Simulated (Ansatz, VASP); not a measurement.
## One calculation of Rh, two programs

Contents of INCAR:

```
SYSTEM = Rh
PREC = Accurate ; ENCUT = 600
EDIFF = 1E-6 ; ISMEAR = 0
SIGMA = 0.1 ; LREAL = .False.
LASPH = .True. ; NELM = 100
ALGO = Normal ; ISIF = 3
LWAVE = .False. ; LCHARG = .False.
IBRION = 2 ; NSW = 100
EDIFFG = -0.002
```

KPOINTS

```
Automatic mesh
0
Gamma
  20 20 20
  0 0 0
```

The input POSCAR:

```
Rh
1.0
    0.0000000000      1.8789959223      1.8789959223
    1.8789959223      0.0000000000      1.8789959223
    1.8789959223      1.8789959223      0.0000000000
Rh
1
Direct
    0.0000000000      0.0000000000      0.0000000000
```

Input for Ansatz:

```yaml
crystal:
  lattice:
    - [0.0, 1.8789959223, 1.8789959223]
    - [1.8789959223, 0.0, 1.8789959223]
    - [1.8789959223, 1.8789959223, 0.0]
  atoms:
    - { symbol: Rh, position: [0.0, 0.0, 0.0] }
basis:
  ecutwfc: 420
kpoints:
  mp_grid: { grid: [20, 20, 20] }
hamiltonian:
  xc: lda
  pseudopotentials: { kind: paw, azcp: { folder: soft_1 } }
scf:
  occupations: { method: gaussian, width: 0.1 }
output:
  forces: true
  stress: true
  eigenvalues: true
relax:
  adjacent_minimum: "off"
  f_tol: 0.002
  max_steps: 80
  cell: { stress_tol: 0.02 }
```

Alike in both runs: task relaxation of cell and atoms; functional LDA; k mesh 20 × 20 × 20; occupations gaussian, width 0.1 eV; no spin polarisation.

|  | VASP | Ansatz |
| --- | --- | --- |
| version | VASP 6.6.1 | Ansatz 0.2.0 |
| potentials or method | VASP PAW LDA potentials, release 64 (Rh_pv), cutoff 600 eV | scalar-relativistic, plane waves, PAW |
| valence electrons in the cell | 15 | 17 |

|  | VASP | Ansatz | Ansatz less VASP |
| --- | --- | --- | --- |
| gap on the k mesh at the Fermi level, each at its own relaxed structure (eV) | none | none | - |
| relaxed volume (Å³/atom) | 13.26 | 13.23 | -0.030 |
| relaxed cell length with the largest relative difference (Å) | 2.657 | 2.655 | -0.0020 |

Ansatz warns that its potentials were made for another functional, while VASP's fit it. LDA's correlation is that of Perdew and Zunger in VASP and of Perdew and Wang (1992) in Ansatz. A gap of «none» marks a metal or a gap that the smearing closes. VASP's potentials hold 15 valence electrons a cell and Ansatz's 17, so a difference there can come from the potentials and not from the codes.
